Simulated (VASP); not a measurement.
# Ga (Im-3m) in VASP: notebook

Runs on Ga. Level: PBE. Tasks: relaxation of cell and atoms, single point.

Everything below comes from runs of VASP 6.6.1. Logs are shortened: lines on timing, memory, paths and dates and some standing lists are left out, and cuts for length are marked.

### 1 The cell of the first run

It takes space group Im-3m (No. 229, cubic). Conventional cell: a = 3.377 Å, b = 3.377 Å, c = 3.377 Å, α = 90.00°, β = 90.00°, γ = 90.00°. Within 3.9 Å of Ga (site symmetry m-3m) lie 14 Ga at 2.92 to 3.38 Å.

### 2 Relaxation of cell and atoms, PBE

File INCAR:

```
SYSTEM = Ga
  ALGO = Normal
  EDIFF = 1E-6
  EDIFFG = -0.01
  ENCUT = 600
  GGA = PE
  IBRION = 2
  ISIF = 3
  ISMEAR = 0
  LASPH = .TRUE.
  LCHARG = .FALSE.
  LREAL = .FALSE.
  LWAVE = .FALSE.
  NELM = 100
  NSW = 100
  PREC = Accurate
  SIGMA = 0.1
```

File KPOINTS:

```
k-points
0
G
  18 18 18
  0 0 0
```

File POSCAR:

```
Ga
1.0
   -1.6883633414      1.6883633414      1.6883633414
    1.6883633414     -1.6883633414      1.6883633414
    1.6883633414      1.6883633414     -1.6883633414
Ga
1
Direct
    0.0000000000      0.0000000000      0.0000000000
```

Potentials or basis: VASP PAW PBE potentials, release 64 (Ga_d).

Command:

```sh
$ cat potpaw_PBE.64/Ga_d/POTCAR > POTCAR
$ mpirun -np 1 vasp_std > vasp.out
```

OUTCAR:

```text
SYSTEM = Ga
   EDIFF = 1E-6
   EDIFFG = -0.01
   ENCUT = 600
   GGA = PE
   IBRION = 2
   ISIF = 3
   ISMEAR = 0
   LASPH = .TRUE.
   LREAL = .FALSE.
   NELM = 100
   NSW = 100
   PREC = Accurate

 ion  position               nearest neighbor table
   1  0.000  0.000  0.000-

  LATTYP: Found a body centered cubic cell.
 ALAT       =     3.3767266828

  Lattice vectors:

 A1 = (  -1.6883633414,   1.6883633414,   1.6883633414)
 A2 = (   1.6883633414,  -1.6883633414,   1.6883633414)
 A3 = (   1.6883633414,   1.6883633414,  -1.6883633414)

Analysis of symmetry for initial positions (statically):
=====================================================================
 Subroutine PRICEL returns:
 Original cell was already a primitive cell.

 Routine SETGRP: Setting up the symmetry group for a
 body centered cubic supercell.

 Subroutine GETGRP returns: Found 48 space group operations
 (whereof 48 operations were pure point group operations)
 out of a pool of 48 trial point group operations.

The static configuration has the point symmetry O_h .

Analysis of symmetry for dynamics (positions and initial velocities):
=====================================================================
 Subroutine PRICEL returns:
 Original cell was already a primitive cell.

 Routine SETGRP: Setting up the symmetry group for a
 body centered cubic supercell.

 Subroutine GETGRP returns: Found 48 space group operations
 (whereof 48 operations were pure point group operations)
 out of a pool of 48 trial point group operations.

The dynamic configuration has the point symmetry O_h .

 Subroutine INISYM returns: Found 48 space group operations
 (whereof 48 operations are pure point group operations),
 and found     1 'primitive' translations

----------------------------------------------------------------------------------------

                                     Primitive cell

  volume of cell :      19.2512

  direct lattice vectors                    reciprocal lattice vectors
    -1.688363341  1.688363341  1.688363341     0.000000000  0.296144786  0.296144786
     1.688363341 -1.688363341  1.688363341     0.296144786  0.000000000  0.296144786
     1.688363341  1.688363341 -1.688363341     0.296144786  0.296144786  0.000000000

  length of vectors
     2.924331089  2.924331089  2.924331089     0.418811972  0.418811972  0.418811972

  position of ions in fractional coordinates (direct lattice)
     0.000000000  0.000000000  0.000000000

  ion indices of the primitive-cell ions
   primitive index   ion index
                 1           1

----------------------------------------------------------------------------------------

 KPOINTS: k-points

Automatic generation of k-mesh.
 Grid dimensions read from file:
 generate k-points for:   18   18   18

 Generating k-lattice:

  Cartesian coordinates                     Fractional coordinates (reciprocal lattice)
     0.000000000  0.016452488  0.016452488     0.055555556  0.000000000  0.000000000
     0.016452488  0.000000000  0.016452488     0.000000000  0.055555556  0.000000000
     0.016452488  0.016452488  0.000000000     0.000000000  0.000000000  0.055555556

  Length of vectors
     0.023267332  0.023267332  0.023267332

  Shift w.r.t. Gamma in fractional coordinates (k-lattice)
     0.000000000  0.000000000  0.000000000

 Subroutine IBZKPT returns following result:
 ===========================================

 Found    195 irreducible k-points:

 Following reciprocal coordinates:
            Coordinates               Weight
  0.000000  0.000000  0.000000      1.000000
  0.055556  0.000000  0.000000     12.000000
  0.111111  0.000000  0.000000     12.000000
  0.166667  0.000000  0.000000     12.000000
  0.222222  0.000000  0.000000     12.000000
  0.277778  0.000000  0.000000     12.000000
[... 16 lines left out ...]
  0.333333  0.111111  0.000000     48.000000
  0.388889  0.111111  0.000000     48.000000
 [... further k-points ...]
   k-points           NKPTS =    195   k-points in BZ     NKDIM =    195   number of bands    NBANDS=     10
   number of dos      NEDOS =    301   number of ions     NIONS =      1
   total plane-waves  NPLWV =  13824
   dimension x,y,z NGX =    24 NGY =   24 NGZ =   24
   dimension x,y,z NGXF=    48 NGYF=   48 NGZF=   48
   ions per type =               1
   NGX,Y,Z   is equivalent  to a cutoff of  13.64, 13.64, 13.64 a.u.
   NGXF,Y,Z  is equivalent  to a cutoff of  27.29, 27.29, 27.29 a.u.
 SYSTEM =  Ga
   PREC   = accura    normal or accurate (medium, high low for compatibility)
   ISTART =      0    job   : 0-new  1-cont  2-samecut
   ICHARG =      2    charge: 1-file 2-atom 10-const
   ISPIN  =      1    spin polarized calculation?
   LNONCOLLINEAR =      F non collinear calculations
   LSORBIT =      F    spin-orbit coupling
   LASPH  =      T    aspherical Exc in radial PAW
   ENCUT  =  600.0 eV  44.10 Ry    6.64 a.u.   5.84  5.84  5.84*2*pi/ulx,y,z
   NELM   =    100;   NELMIN=  2; NELMDL= -5     # of ELM steps
   EDIFF  = 0.1E-05   stopping-criterion for ELM
   LREAL  =      F    real-space projection
   EDIFFG = -.1E-01   stopping-criterion for IOM
   NSW    =    100    number of steps for IOM
   IBRION =      2    ionic relax: 0-MD 1-quasi-New 2-CG
   NFREE  =      1    steps in history (QN), initial steepest desc. (CG)
   ISIF   =      3    stress and relaxation
   ISYM   =      2    0-nonsym 1-usesym 2-fastsym
   POTIM  = 0.5000    time-step for ionic-motion
   TEBEG  =    0.0;   TEEND  =   0.0 temperature during run
   PSTRESS=    0.0 pullay stress
   NELECT =      13.0000    total number of electrons
   NUPDOWN=      -1.0000    fix difference up-down
   EMIN   =  10.00;   EMAX   =-10.00  energy-range for DOS
   EFERMI =   0.00;   METHOD = LEGACY
   ISMEAR =     0;   SIGMA  =   0.10  broadening in eV -4-tet -1-fermi 0-gaus
   EFERMI_NEDOS =   21; number of points for ismear=-14 and -15
   IALGO  =     38    algorithm
   IMIX   =      4    mixing-type and parameters
     AMIX     =   0.40;   BMIX     =  1.00
     AMIX_MAG =   1.60;   BMIX_MAG =  1.00
  volume/ion in A,a.u.               =      19.25       129.91
  Fermi-wavevector in a.u.,A,eV,Ry     =   1.436272  2.714161 28.067150  2.062877
  Thomas-Fermi vector in A             =   2.555479
   LORBIT       =      0    0 simple, 1 ext, 2 COOP (PROOUT), +10 PAW based schemes
   GGA     = PE    functional components
   LHFCALC =     F    Hartree Fock is set to
   AEXX    =    0.0000 exact exchange contribution
   IVDW    =     0    specifies the selected vdW correction
   LEPSILON=     F    determine dielectric tensor
   LRPA    =     F    only Hartree local field effects (RPA)
 conjugate gradient relaxation of ions
 non-spin polarized calculation
 Gauss-broadening in eV      SIGMA  =   0.10
  energy-cutoff  :      600.00
  volume of cell :       19.25
 maximum number of plane-waves:       682
   NGX = 11   NGY = 11   NGZ = 11

--------------------------------------- Ionic step        1  -------------------------------------------

 number of electron      12.9999990 magnetization

 Free energy of the ion-electron system (eV)
  ---------------------------------------------------
  ext. energy  EPLUGINS =         0.00000000
  ---------------------------------------------------
  free energy    TOTEN  =        -2.87400562 eV

  energy without entropy =       -2.87143376  energy(sigma->0) =       -2.87271969

------------------------ aborting loop because EDIFF is reached ----------------------------------------

  FORCE on cell =-STRESS in cart. coord.  units (eV):
  Direction    XX          YY          ZZ          XY          YZ          ZX
  --------------------------------------------------------------------------------------
  -------------------------------------------------------------------------------------
  Total       -0.0178892     -0.0178892     -0.0178892      0.0000000      0.0000000     -0.0000000
  in kB       -1.4888239     -1.4888239     -1.4888239      0.0000000      0.0000000     -0.0000000
  external PRESSURE =      -1.4888239 kB  Pullay stress =       0.0000000 kB

 VOLUME and BASIS-vectors are now :
 -----------------------------------------------------------------------------
  energy-cutoff  :      600.00
  volume of cell :       19.25
      direct lattice vectors                 reciprocal lattice vectors
    -1.688363341  1.688363341  1.688363341     0.000000000  0.296144786  0.296144786
     1.688363341 -1.688363341  1.688363341     0.296144786  0.000000000  0.296144786
     1.688363341  1.688363341 -1.688363341     0.296144786  0.296144786  0.000000000

 POSITION                                       TOTAL-FORCE (eV/Angst)
 -----------------------------------------------------------------------------------
      0.00000      0.00000      0.00000         0.000000     -0.000000      0.000000
 -----------------------------------------------------------------------------------
    total drift:                                0.000000      0.000000      0.000000

  FREE ENERGIE OF THE ION-ELECTRON SYSTEM (eV)
  ---------------------------------------------------
  free  energy   TOTEN  =        -2.8740056216 eV

  energy  without entropy=       -2.8714337602  energy(sigma->0) =       -2.87271969

--------------------------------------- Ionic step        2  -------------------------------------------

 number of electron      12.9999990 magnetization

 Free energy of the ion-electron system (eV)
  ---------------------------------------------------
  ext. energy  EPLUGINS =         0.00000000
  ---------------------------------------------------
  free energy    TOTEN  =        -2.87402868 eV

  energy without entropy =       -2.87145341  energy(sigma->0) =       -2.87274104

 E-fermi :   5.4325     XC(G=0): -10.9342

 val. band max:        5.4137606988   @ k =   0.2778   0.2778   0.0556
 cond. band min:       5.4391357254   @ k =  -0.3889   0.4444   0.2222
 fundamental gap:      0.0253750266
 Fermi energy:         5.4324875430

 k-point     1 :       0.0000    0.0000    0.0000
  band No.  band energies     occupation
      1      -9.5199      2.00000
      2      -9.5199      2.00000
      3      -9.5199      2.00000
      4      -9.3406      2.00000
      5      -9.3406      2.00000
      6      -5.5099      2.00000
      7      17.7537      0.00000
      8      17.7537      0.00000
      9      17.7537      0.00000
     10      22.3948      0.00000

 k-point     2 :       0.0556    0.0000    0.0000
  band No.  band energies     occupation
      1      -9.5223      2.00000
      2      -9.5181      2.00000
      3      -9.5115      2.00000
      4      -9.3431      2.00000
      5      -9.3406      2.00000
      6      -5.4271      2.00000
      7      16.9683      0.00000
      8      17.3419      0.00000
      9      17.6196      0.00000
     10      21.2524      0.00000

 k-point     3 :       0.1111    0.0000    0.0000
  band No.  band energies     occupation
      1      -9.5293      2.00000
      2      -9.5138      2.00000
      3      -9.4870      2.00000
      4      -9.3498      2.00000
      5      -9.3406      2.00000
      6      -5.1779      2.00000
      7      15.1272      0.00000
      8      16.4556      0.00000
      9      17.2351      0.00000
     10      20.1322      0.00000
[... 248 lines left out ...]
 k-point    23 :       0.3333    0.1111    0.0000
  band No.  band energies     occupation
      1      -9.5807      2.00000
      2      -9.5396      2.00000
      3      -9.3604      2.00000
      4      -9.3466      2.00000
      5      -9.2767      2.00000
      6      -1.1465      2.00000
      7       4.9235      2.00000
      8      10.6865      0.00000
      9      13.5518      0.00000
     10      17.9251      0.00000

 k-point    24 :       0.3889    0.1111    0.0000
  band No.  band energies     occupation
      1      -9.5871      2.00000
      2      -9.5491      2.00000
      3      -9.3545      2.00000
      4      -9.3475      2.00000
      5      -9.2551      2.00000
      6       0.0860      2.00000
      7       3.2251      2.00000
      8      10.4191      0.00000
      9      13.3190      0.00000
     10      17.7261      0.00000

 [... further k-points ...]
[... 5 lines left out ...]
  --------------------------------------------------------------------------------------
  -------------------------------------------------------------------------------------
  Total        0.0052369      0.0052369      0.0052369     -0.0000000      0.0000000     -0.0000000
  in kB        0.4369743      0.4369743      0.4369743     -0.0000000      0.0000000     -0.0000000
  external PRESSURE =       0.4369743 kB  Pullay stress =       0.0000000 kB

 VOLUME and BASIS-vectors are now :
 -----------------------------------------------------------------------------
  energy-cutoff  :      600.00
  volume of cell :       19.20
      direct lattice vectors                 reciprocal lattice vectors
    -1.686906247  1.686906247  1.686906247     0.000000000  0.296400586  0.296400586
     1.686906247 -1.686906247  1.686906247     0.296400586  0.000000000  0.296400586
     1.686906247  1.686906247 -1.686906247     0.296400586  0.296400586  0.000000000

 POSITION                                       TOTAL-FORCE (eV/Angst)
 -----------------------------------------------------------------------------------
      0.00000      3.37381      0.00000         0.000000     -0.000000     -0.000000
 -----------------------------------------------------------------------------------
    total drift:                               -0.000000     -0.000000      0.000000

  FREE ENERGIE OF THE ION-ELECTRON SYSTEM (eV)
  ---------------------------------------------------
  free  energy   TOTEN  =        -2.8740286827 eV

  energy  without entropy=       -2.8714534052  energy(sigma->0) =       -2.87274104

 reached required accuracy - stopping structural energy minimisation
```

Wall time 16 s (1 thread of Intel Xeon 6975P-C (Granite Rapids), shared host); peak memory 0.18 GiB.

What came out:

| Quantity | Value |
| --- | --- |
| Free energy | -2.8740 eV |
| Relaxed volume | 19.20 Å³/atom |
| Relaxed cell | a = 2.922 Å, b = 2.922 Å, c = 2.922 Å, α = 109.47°, β = 109.47°, γ = 109.47° |
| Space group after relaxing (to 0.05 Å) | Im-3m (No. 229) |
| Energy gained by relaxing | 0.0 meV/atom |
| Ionic steps | 2 |
| Pressure after relaxing | 0.0 GPa |

Final structure:
```
Ga
1.0
    -1.68691    1.68691    1.68691
     1.68691   -1.68691    1.68691
     1.68691    1.68691   -1.68691
Ga
1
Direct
  0.00000 0.00000 0.00000
```

### 3 Single point, PBE

This run uses another cell than the first one, of 21.10 Å³/atom, 1.096 times its volume.

File INCAR:

```
ALGO = Normal
EDIFF = 1E-6
ENCUT = 520
GGA = PE
ISIF = 2
ISMEAR = 0
LASPH = T
LCHARG = T
LELF = T
LREAL = F
LVHAR = T
LWAVE = F
NBANDS = 12
NELM = 100
PREC = Accurate
SIGMA = 0.1
```

File KPOINTS:

```
k-points
0
Gamma
  8 8 8
```

File POSCAR:

```
Ga
1.0
   -1.7406372864      1.7406372864      1.7406372864
    1.7406372864     -1.7406372864      1.7406372864
    1.7406372864      1.7406372864     -1.7406372864
Ga
1
Direct
    0.0000000000      0.0000000000      0.0000000000
```

Potentials or basis: VASP PAW PBE potentials, release 64 (Ga_d).

Command:

```sh
$ cat potpaw_PBE.64/Ga_d/POTCAR > POTCAR
$ mpirun -np 1 vasp_std > vasp.out
```

OUTCAR:

```text
EDIFF = 1E-6
   ENCUT = 520
   GGA = PE
   ISIF = 2
   ISMEAR = 0
   LASPH = T
   LREAL = F
   NELM = 100
   PREC = Accurate

 ion  position               nearest neighbor table
   1  0.000  0.000  0.000-

  LATTYP: Found a body centered cubic cell.
 ALAT       =     3.4812745728

  Lattice vectors:

 A1 = (  -1.7406372864,   1.7406372864,   1.7406372864)
 A2 = (   1.7406372864,  -1.7406372864,   1.7406372864)
 A3 = (   1.7406372864,   1.7406372864,  -1.7406372864)

Analysis of symmetry for initial positions (statically):
=====================================================================
 Subroutine PRICEL returns:
 Original cell was already a primitive cell.

 Routine SETGRP: Setting up the symmetry group for a
 body centered cubic supercell.

 Subroutine GETGRP returns: Found 48 space group operations
 (whereof 48 operations were pure point group operations)
 out of a pool of 48 trial point group operations.

The static configuration has the point symmetry O_h .

Analysis of symmetry for dynamics (positions and initial velocities):
=====================================================================
[... 161 lines left out ...]
 fundamental gap:      0.0565857371
 Fermi energy:         4.7288262129

 k-point     1 :       0.0000    0.0000    0.0000
  band No.  band energies     occupation
      1     -10.2669      2.00000
      2     -10.2669      2.00000
      3     -10.2669      2.00000
      4     -10.1243      2.00000
      5     -10.1243      2.00000
      6      -5.6531      2.00000
      7      15.8530      0.00000
      8      15.8530      0.00000
      9      15.8530      0.00000
     10      20.6696      0.00000
     11      20.6696      0.00000
     12      20.6696      0.00000
[... 331 lines left out ...]
 k-point    24 :      -0.3750    0.3750    0.2500
  band No.  band energies     occupation
      1     -10.2619      2.00000
      2     -10.2142      2.00000
      3     -10.1909      2.00000
      4     -10.1462      2.00000
      5     -10.0838      2.00000
      6      -0.5771      2.00000
      7       5.7401      0.00000
      8       8.2300      0.00000
      9       9.6829      0.00000
     10      13.1943      0.00000
     11      18.9276      0.00000
     12      21.8390      0.00000

 [... further k-points ...]
[... 5 lines left out ...]
  --------------------------------------------------------------------------------------
  -------------------------------------------------------------------------------------
  Total       -0.4178591     -0.4178591     -0.4178591      0.0000000     -0.0000000      0.0000000
  in kB      -31.7362508    -31.7362508    -31.7362508      0.0000000     -0.0000000      0.0000000
  external PRESSURE =     -31.7362508 kB  Pullay stress =       0.0000000 kB

 VOLUME and BASIS-vectors are now :
 -----------------------------------------------------------------------------
  energy-cutoff  :      520.00
  volume of cell :       21.10
      direct lattice vectors                 reciprocal lattice vectors
    -1.740637286  1.740637286  1.740637286     0.000000000  0.287251114  0.287251114
     1.740637286 -1.740637286  1.740637286     0.287251114  0.000000000  0.287251114
     1.740637286  1.740637286 -1.740637286     0.287251114  0.287251114  0.000000000

 POSITION                                       TOTAL-FORCE (eV/Angst)
 -----------------------------------------------------------------------------------
      0.00000      0.00000      0.00000         0.000000     -0.000000     -0.000000
 -----------------------------------------------------------------------------------
    total drift:                               -0.000000      0.000000      0.000000

  FREE ENERGIE OF THE ION-ELECTRON SYSTEM (eV)
  ---------------------------------------------------
  free  energy   TOTEN  =        -2.8156336642 eV

  energy  without entropy=       -2.8092578881  energy(sigma->0) =       -2.81244578
```

OSZICAR:

```text
N       E                     dE             d eps       ncg     rms          rms(c)
DAV:   1     0.463246527499E+02    0.46325E+02   -0.66981E+03   740   0.183E+03
DAV:   2    -0.335583522749E+00   -0.46660E+02   -0.44873E+02   736   0.277E+02
DAV:   3    -0.281443191200E+01   -0.24788E+01   -0.24717E+01   812   0.478E+01
DAV:   4    -0.283721006704E+01   -0.22778E-01   -0.22773E-01   812   0.496E+00
DAV:   5    -0.283745101401E+01   -0.24095E-03   -0.24094E-03   856   0.479E-01    0.692E-01
DAV:   6    -0.282012826802E+01    0.17323E-01   -0.27018E-02   828   0.308E+00    0.357E-01
DAV:   7    -0.281604938596E+01    0.40789E-02   -0.56529E-03  1100   0.113E+00    0.997E-02
DAV:   8    -0.281562801430E+01    0.42137E-03   -0.52799E-04   896   0.400E-01    0.748E-03
DAV:   9    -0.281563246642E+01   -0.44521E-05   -0.58399E-06   964   0.310E-02    0.318E-03
DAV:  10    -0.281563371267E+01   -0.12463E-05   -0.36217E-07   560   0.647E-03    0.245E-04
DAV:  11    -0.281563366425E+01    0.48427E-07   -0.44941E-08   488   0.235E-03
   1 F= -.28156337E+01 E0= -.28124458E+01  d E =-.637578E-02
```

Run time: 7.3 s. Hardware: 1 thread of AMD EPYC 7R13 (Zen 3), shared host; peak memory 0.11 GiB.

What came out:

```
Free energy : -2.8156 eV
Pressure    : -3.2 GPa
```

Levels at points of the mesh, in eV from the Fermi level:
```tsv
k point	band 2	band 3	band 4	band 5	band 6	band 7	band 8	band 9	band 10	band 11
(0.00, 0.00, 0.00)	-15.00	-15.00	-14.85	-14.85	-10.38	11.12	11.12	11.12	15.94	15.94
(0.50, 0.00, 0.00)	-15.03	-14.86	-14.85	-14.76	-4.61	-3.39	6.26	8.25	10.68	10.71
(0.50, 0.50, 0.50)	-15.06	-14.79	-14.79	-14.79	0.42	1.43	1.43	1.43	5.49	5.49
```

[end of part 1 of 2]
